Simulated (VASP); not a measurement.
# Ru (Im-3m) in VASP: a series of runs

Runs on Ru. Level: PBE. Tasks: single point, relaxation of cell and atoms.

All numbers are computed with VASP 6.6.1; they aren't measurements. Logs are shortened: lines on timing, memory, paths and dates and some standing lists are left out, and cuts for length are marked.

### Step 1. The cell of the first run

The structure is cubic, space group Im-3m (No. 229). Conventional cell: a = 2.928 Å, b = 2.928 Å, c = 2.928 Å, α = 90.00°, β = 90.00°, γ = 90.00°. Within 3.3 Å of Ru (site symmetry m-3m) lie 14 Ru at 2.54 to 2.93 Å.

### Step 2. Single point, PBE

Input file INCAR:

```
SYSTEM = Ru
PREC = Accurate
ENCUT = 520
EDIFF = 1E-7
ISMEAR = -1
SIGMA = 0.1
LREAL = .False.
LASPH = .True.
NELM = 80
ALGO = Normal
ISIF = 2
LWAVE = .False.
LCHARG = .False.
GGA = PE
NBANDS = 13
```

Input file KPOINTS:

```
regular mesh
0
Gamma
  19 19 19
  0 0 0
```

Input file POSCAR:

```
Ru
1.0
   -1.4640016735      1.4640016735      1.4640016735
    1.4640016735     -1.4640016735      1.4640016735
    1.4640016735      1.4640016735     -1.4640016735
Ru
1
Direct
    0.0000000000      0.0000000000      0.0000000000
```

Potentials or basis: VASP PAW PBE potentials, release 64 (Ru_pv).

Launch:

```sh
> cat potpaw_PBE.64/Ru_pv/POTCAR > POTCAR
> mpirun -np 1 vasp_std > vasp.out
```

OUTCAR:

```text
SYSTEM = Ru
   PREC = Accurate
   ENCUT = 520
   EDIFF = 1E-7
   ISMEAR = -1
   LREAL = .False.
   LASPH = .True.
   NELM = 80
   ISIF = 2
   GGA = PE

 ion  position               nearest neighbor table
   1  0.000  0.000  0.000-

  LATTYP: Found a body centered cubic cell.
 ALAT       =     2.9280033470

  Lattice vectors:

 A1 = (  -1.4640016735,   1.4640016735,   1.4640016735)
 A2 = (   1.4640016735,  -1.4640016735,   1.4640016735)
 A3 = (   1.4640016735,   1.4640016735,  -1.4640016735)

Analysis of symmetry for initial positions (statically):
=====================================================================
 Subroutine PRICEL returns:
 Original cell was already a primitive cell.

 Routine SETGRP: Setting up the symmetry group for a
 body centered cubic supercell.

 Subroutine GETGRP returns: Found 48 space group operations
[... 9 lines left out ...]

 Routine SETGRP: Setting up the symmetry group for a
 body centered cubic supercell.

 Subroutine GETGRP returns: Found 48 space group operations
[... 11 lines left out ...]
                                     Primitive cell

  volume of cell :      12.5512

  direct lattice vectors                    reciprocal lattice vectors
    -1.464001674  1.464001674  1.464001674     0.000000000  0.341529664  0.341529664
     1.464001674 -1.464001674  1.464001674     0.341529664  0.000000000  0.341529664
     1.464001674  1.464001674 -1.464001674     0.341529664  0.341529664  0.000000000

  length of vectors
     2.535725281  2.535725281  2.535725281     0.482995883  0.482995883  0.482995883

  position of ions in fractional coordinates (direct lattice)
     0.000000000  0.000000000  0.000000000

  ion indices of the primitive-cell ions
   primitive index   ion index
                 1           1

----------------------------------------------------------------------------------------

 KPOINTS: regular mesh

Automatic generation of k-mesh.
 Grid dimensions read from file:
 generate k-points for:   19   19   19

 Generating k-lattice:

  Cartesian coordinates                     Fractional coordinates (reciprocal lattice)
     0.000000000  0.017975245  0.017975245     0.052631579  0.000000000  0.000000000
     0.017975245  0.000000000  0.017975245     0.000000000  0.052631579  0.000000000
     0.017975245  0.017975245  0.000000000     0.000000000  0.000000000  0.052631579

  Length of vectors
     0.025420836  0.025420836  0.025420836

  Shift w.r.t. Gamma in fractional coordinates (k-lattice)
     0.000000000  0.000000000  0.000000000

 Subroutine IBZKPT returns following result:
 ===========================================

 Found    220 irreducible k-points:

 Following reciprocal coordinates:
            Coordinates               Weight
  0.000000  0.000000  0.000000      1.000000
  0.052632  0.000000  0.000000     12.000000
  0.105263  0.000000  0.000000     12.000000
  0.157895  0.000000  0.000000     12.000000
  0.210526  0.000000  0.000000     12.000000
  0.263158  0.000000  0.000000     12.000000
[... 16 lines left out ...]
  0.263158  0.105263  0.000000     48.000000
  0.315789  0.105263  0.000000     48.000000
 [... further k-points ...]
   k-points           NKPTS =    220   k-points in BZ     NKDIM =    220   number of bands    NBANDS=     13
   number of dos      NEDOS =    301   number of ions     NIONS =      1
   total plane-waves  NPLWV =   8000
   dimension x,y,z NGX =    20 NGY =   20 NGZ =   20
   dimension x,y,z NGXF=    40 NGYF=   40 NGZF=   40
   ions per type =               1
   NGX,Y,Z   is equivalent  to a cutoff of  13.11, 13.11, 13.11 a.u.
   NGXF,Y,Z  is equivalent  to a cutoff of  26.22, 26.22, 26.22 a.u.
 SYSTEM =  Ru
   PREC   = accura    normal or accurate (medium, high low for compatibility)
   ISTART =      0    job   : 0-new  1-cont  2-samecut
   ICHARG =      2    charge: 1-file 2-atom 10-const
   ISPIN  =      1    spin polarized calculation?
   LNONCOLLINEAR =      F non collinear calculations
   LSORBIT =      F    spin-orbit coupling
   LASPH  =      T    aspherical Exc in radial PAW
   ENCUT  =  520.0 eV  38.22 Ry    6.18 a.u.   4.71  4.71  4.71*2*pi/ulx,y,z
   NELM   =     80;   NELMIN=  2; NELMDL= -5     # of ELM steps
   EDIFF  = 0.1E-06   stopping-criterion for ELM
   LREAL  =      F    real-space projection
   EDIFFG = 0.1E-05   stopping-criterion for IOM
   NSW    =      0    number of steps for IOM
   IBRION =     -1    ionic relax: 0-MD 1-quasi-New 2-CG
   NFREE  =      0    steps in history (QN), initial steepest desc. (CG)
   ISIF   =      2    stress and relaxation
   ISYM   =      2    0-nonsym 1-usesym 2-fastsym
   POTIM  = 0.5000    time-step for ionic-motion
   TEBEG  =    0.0;   TEEND  =   0.0 temperature during run
   PSTRESS=    0.0 pullay stress
   NELECT =      14.0000    total number of electrons
   NUPDOWN=      -1.0000    fix difference up-down
   EMIN   =  10.00;   EMAX   =-10.00  energy-range for DOS
   EFERMI =   0.00;   METHOD = LEGACY
   ISMEAR =    -1;   SIGMA  =   0.10  broadening in eV -4-tet -1-fermi 0-gaus
   EFERMI_NEDOS =   21; number of points for ismear=-14 and -15
   IALGO  =     38    algorithm
   IMIX   =      4    mixing-type and parameters
     AMIX     =   0.40;   BMIX     =  1.00
     AMIX_MAG =   1.60;   BMIX_MAG =  1.00
  volume/ion in A,a.u.               =      12.55        84.70
  Fermi-wavevector in a.u.,A,eV,Ry     =   1.697811  3.208397 39.219627  2.882561
  Thomas-Fermi vector in A             =   2.778424
   LORBIT       =      0    0 simple, 1 ext, 2 COOP (PROOUT), +10 PAW based schemes
   GGA     = PE    functional components
   LHFCALC =     F    Hartree Fock is set to
   AEXX    =    0.0000 exact exchange contribution
   IVDW    =     0    specifies the selected vdW correction
   LEPSILON=     F    determine dielectric tensor
   LRPA    =     F    only Hartree local field effects (RPA)
 non-spin polarized calculation
  energy-cutoff  :      520.00
  volume of cell :       12.55
 maximum number of plane-waves:       370
   NGX =  9   NGY =  9   NGZ =  9

 number of electron      14.0000006 magnetization

 Free energy of the ion-electron system (eV)
  ---------------------------------------------------
  ext. energy  EPLUGINS =         0.00000000
  ---------------------------------------------------
  free energy    TOTEN  =        -8.41374846 eV

  energy without entropy =       -8.35914841  energy(sigma->0) =       -8.38644843

 E-fermi :  14.5227     XC(G=0): -14.6009

 val. band max:       14.5170190602   @ k =   0.3684   0.1579   0.0526
 cond. band min:      14.5266381255   @ k =   0.1579   0.1053   0.0526
 fundamental gap:      0.0096190653
 Fermi energy:        14.5227484689

 k-point     1 :       0.0000    0.0000    0.0000
  band No.  band energies     occupation
      1     -28.0896      2.00000
      2     -28.0896      2.00000
      3     -28.0896      2.00000
      4       5.8745      2.00000
      5      11.2378      2.00000
      6      11.2378      2.00000
      7      11.2378      2.00000
      8      14.3783      1.61828
      9      14.3783      1.61828
     10      24.9209      0.00000
     11      31.7069      0.00000
     12      31.7069      0.00000
     13      31.7069      0.00000

 k-point     2 :       0.0526    0.0000    0.0000
  band No.  band energies     occupation
      1     -28.1301      2.00000
      2     -28.1023      2.00000
      3     -28.0899      2.00000
      4       6.0115      2.00000
      5      11.1702      2.00000
      6      11.2331      2.00000
      7      11.3595      2.00000
      8      14.2837      1.83221
      9      14.3816      1.60803
     10      24.9209      0.00000
     11      31.7946      0.00000
     12      31.9099      0.00000
     13      31.9262      0.00000

 k-point     3 :       0.1053    0.0000    0.0000
  band No.  band energies     occupation
      1     -28.2460      2.00000
      2     -28.1386      2.00000
      3     -28.0906      2.00000
      4       6.4027      2.00000
      5      10.9798      2.00000
      6      11.2102      2.00000
      7      11.7195      2.00000
      8      14.0617      1.98031
      9      14.3948      1.56486
     10      24.9207      0.00000
     11      31.9971      0.00000
     12      32.4015      0.00000
     13      32.5688      0.00000

 k-point     4 :       0.1579    0.0000    0.0000
  band No.  band energies     occupation
      1     -28.4226      2.00000
      2     -28.1943      2.00000
      3     -28.0916      2.00000
      4       6.9773      2.00000
      5      10.6990      2.00000
      6      11.1693      2.00000
      7      12.3023      2.00000
      8      13.8557      1.99747
      9      14.4255      1.45135
     10      24.9207      0.00000
     11      32.1141      0.00000
     12      32.8318      0.00000
     13      33.5924      0.00000

 k-point     5 :       0.2105    0.0000    0.0000
  band No.  band energies     occupation
      1     -28.6384      2.00000
      2     -28.2632      2.00000
      3     -28.0929      2.00000
      4       7.5745      2.00000
      5      10.3696      2.00000
      6      11.2127      2.00000
      7      13.0799      2.00000
      8      13.7869      1.99873
      9      14.4817      1.20261
     10      24.9207      0.00000
     11      31.8515      0.00000
     12      32.7055      0.00000
     13      34.9359      0.00000
[... 257 lines left out ...]
 k-point    22 :       0.2105    0.1053    0.0000
  band No.  band energies     occupation
      1     -28.9052      2.00000
      2     -28.3454      2.00000
      3     -28.1453      2.00000
      4       8.2899      2.00000
      5      10.0979      2.00000
      6      10.9839      2.00000
      7      13.6208      1.99976
      8      14.6265      0.52307
      9      14.9213      0.03648
     10      24.9206      0.00000
     11      31.3527      0.00000
     12      31.8125      0.00000
     13      35.6706      0.00000

 k-point    23 :       0.2632    0.1053    0.0000
  band No.  band energies     occupation
      1     -29.0942      2.00000
      2     -28.4293      2.00000
      3     -28.1491      2.00000
      4       8.2924      2.00000
      5       9.8009      2.00000
      6      11.6536      2.00000
      7      13.8258      1.99812
      8      14.9119      0.04001
      9      15.9409      0.00000
     10      24.9204      0.00000
     11      30.0547      0.00000
     12      30.7424      0.00000
     13      36.3725      0.00000

 k-point    24 :       0.3158    0.1053    0.0000
  band No.  band energies     occupation
      1     -29.2539      2.00000
      2     -28.5025      2.00000
      3     -28.1519      2.00000
      4       8.0951      2.00000
      5       9.5672      2.00000
      6      12.4905      2.00000
      7      14.1027      1.97048
      8      15.0987      0.00628
      9      17.1245      0.00000
     10      24.9201      0.00000
     11      28.5361      0.00000
     12      29.7596      0.00000
     13      35.0921      0.00000

 [... further k-points ...]
[... 5 lines left out ...]
  --------------------------------------------------------------------------------------
  -------------------------------------------------------------------------------------
  Total        3.7676306      3.7676306      3.7676306     -0.0000000     -0.0000000      0.0000000
  in kB      480.9436354    480.9436354    480.9436354     -0.0000000     -0.0000000      0.0000000
  external PRESSURE =     480.9436354 kB  Pullay stress =       0.0000000 kB

 VOLUME and BASIS-vectors are now :
 -----------------------------------------------------------------------------
  energy-cutoff  :      520.00
  volume of cell :       12.55
      direct lattice vectors                 reciprocal lattice vectors
    -1.464001674  1.464001674  1.464001674     0.000000000  0.341529664  0.341529664
     1.464001674 -1.464001674  1.464001674     0.341529664  0.000000000  0.341529664
     1.464001674  1.464001674 -1.464001674     0.341529664  0.341529664  0.000000000

 POSITION                                       TOTAL-FORCE (eV/Angst)
 -----------------------------------------------------------------------------------
      0.00000      0.00000      0.00000         0.000000     -0.000000     -0.000000
 -----------------------------------------------------------------------------------
    total drift:                                0.000000      0.000000      0.000000

  FREE ENERGIE OF THE ION-ELECTRON SYSTEM (eV)
  ---------------------------------------------------
  free  energy   TOTEN  =        -8.4137484565 eV

  energy  without entropy=       -8.3591484129  energy(sigma->0) =       -8.38644843
```

Wall time 30 s (1 thread of Intel Xeon Platinum 8259CL at 2.50GHz (Skylake/Cascade Lake), shared host); peak memory 0.15 GiB.

What came out:

```yaml
Free_energy: -8.4137 eV
Pressure: 48.1 GPa
Band_gap_on_the_k_mesh: zero (band 7 reaches 16.53 eV, above the bottom of band 8 at 12.23 eV)
```

### Step 3. Single point, PBE

Changes to INCAR since step 2:

```diff
@@ -3,3 +3,3 @@
 ENCUT = 520
-EDIFF = 1E-7
+EDIFF = 1E-6
 ISMEAR = -1
@@ -8,3 +8,3 @@
 LASPH = .True.
-NELM = 80
+NELM = 100
 ALGO = Normal
```

KPOINTS is that of step 2.

Input file POSCAR:

```
Ru
1.0
   -1.4638444345      1.4638444345      1.4638444345
    1.4638444345     -1.4638444345      1.4638444345
    1.4638444345      1.4638444345     -1.4638444345
Ru
1
Direct
    0.0000000000      0.0000000000      0.0000000000
```

Potentials or basis: VASP PAW PBE potentials, release 64 (Ru_pv).

Launch:

```sh
> cat potpaw_PBE.64/Ru_pv/POTCAR > POTCAR
> mpirun -np 1 vasp_std > vasp.out
```

It took 29 s on 1 thread of Intel Xeon Platinum 8259CL at 2.50GHz (Skylake/Cascade Lake), shared host; peak memory 0.15 GiB.

It converged, with:

* Free energy: -8.4125 eV
* Pressure: 48.3 GPa
* Band gap on the k mesh: zero (band 7 reaches 16.54 eV, above the bottom of band 8 at 12.24 eV)

Levels at points of the mesh, in eV from the Fermi level:
| k point | band 4 | band 5 | band 6 | band 7 | band 8 | band 9 | band 10 | band 11 |
| --- | --- | --- | --- | --- | --- | --- | --- | --- |
| (0.00, 0.00, 0.00) | -8.65 | -3.29 | -3.29 | -3.29 | -0.14 | -0.14 | 10.40 | 17.18 |

### Step 4. Relaxation of cell and atoms, PBE, target pressure 48 GPa, at which the enthalpy is minimised

This run uses another cell than the first one, of 12.29 Å³/atom, 0.979 times its volume.

Input file INCAR:

```
PREC = Accurate
ENCUT = 600
EDIFF = 1E-6
ISMEAR = -1
SIGMA = 0.1
LREAL = F
LASPH = T
NELM = 80
ALGO = Normal
ISIF = 3
LWAVE = F
LCHARG = F
GGA = PE
IBRION = 2
NSW = 60
EDIFFG = -0.005
PSTRESS = 480.0
```

Input file KPOINTS:

```
regular mesh
0
Gamma
  19 19 19
```

Input file POSCAR:

```
Ru
1.0
   -1.4539097521      1.4539097521      1.4539097521
    1.4539097521     -1.4539097521      1.4539097521
    1.4539097521      1.4539097521     -1.4539097521
Ru
1
Direct
    0.0000000000      0.0000000000      0.0000000000
```

Launch:

```sh
> cat potpaw_PBE.64/Ru_pv/POTCAR > POTCAR
> mpirun -np 1 vasp_std > vasp.out
```

Wall time 1.8 min (1 thread of Intel Xeon 6975P-C, shared host); peak memory 0.16 GiB.

The run converged. Its results:

```
Free energy                                            : -8.4136 eV
Relaxed volume                                         : 12.55 Å³/atom
Relaxed cell                                           : a = 2.536 Å, b = 2.536 Å, c = 2.536 Å, α = 109.47°, β = 109.47°, γ = 109.47°
Space group after relaxing (to 0.05 Å)                 : Im-3m (No. 229)
Energy change on relaxing (the enthalpy is what falls) : -86.0 meV/atom
Ionic steps                                            : 18
Pressure after relaxing                                : 48.0 GPa
Band gap on the k mesh                                 : zero (band 7 reaches 16.53 eV, above the bottom of band 8 at 12.23 eV)
```

The path:
| step | energy change (eV) | largest force (eV/Å) | pressure (GPa) | volume (Å³) |
| --- | --- | --- | --- | --- |
| 1 | 0.0000 | 0.0000 | 58.74 | 12.29 |
| 2 | -0.2988 | 0.0000 | 9.24 | 13.82 |
| 3 | -0.0896 | 0.0000 | 47.60 | 12.56 |
| 4 | -0.0867 | 0.0000 | 47.91 | 12.55 |
| 5 | -0.0851 | 0.0000 | 48.08 | 12.55 |
| 6 | -0.0851 | 0.0000 | 48.11 | 12.55 |
| 7 | -0.0852 | 0.0000 | 48.13 | 12.55 |
| 8 | -0.0852 | 0.0000 | 48.11 | 12.55 |
| 9 | -0.0852 | 0.0000 | 48.11 | 12.55 |
| 10 | -0.0852 | 0.0000 | 48.11 | 12.55 |
| 11 | -0.0852 | 0.0000 | 48.11 | 12.55 |
| 12 | -0.0852 | 0.0000 | 48.11 | 12.55 |
| 13 | -0.0852 | 0.0000 | 48.11 | 12.55 |
| 14 | -0.0852 | 0.0000 | 48.11 | 12.55 |
| 15 | -0.0853 | 0.0000 | 48.11 | 12.55 |
| 16 | -0.0854 | 0.0000 | 48.11 | 12.55 |
| 17 | -0.0856 | 0.0000 | 48.12 | 12.55 |
| 18 | -0.0860 | 0.0000 | 48.02 | 12.55 |

Final structure:
```
Ru
1.0
    -1.46403    1.46403    1.46403
     1.46403   -1.46403    1.46403
     1.46403    1.46403   -1.46403
Ru
1
Cartesian
  0.0000 0.0000 0.0000
```

Levels at points of the mesh, in eV from the Fermi level:
```
           k point  band 3  band 4  band 5  band 6  band 7  band 8  band 9  band 10  band 11
(0.00, 0.00, 0.00)  -42.61   -8.65   -3.28   -3.28   -3.28   -0.14   -0.14    10.40    17.18
```

Caveat: the cell is relaxed towards a set pressure, so the enthalpy falls and the energy may rise.

(Part 1 of 2 ends here.)
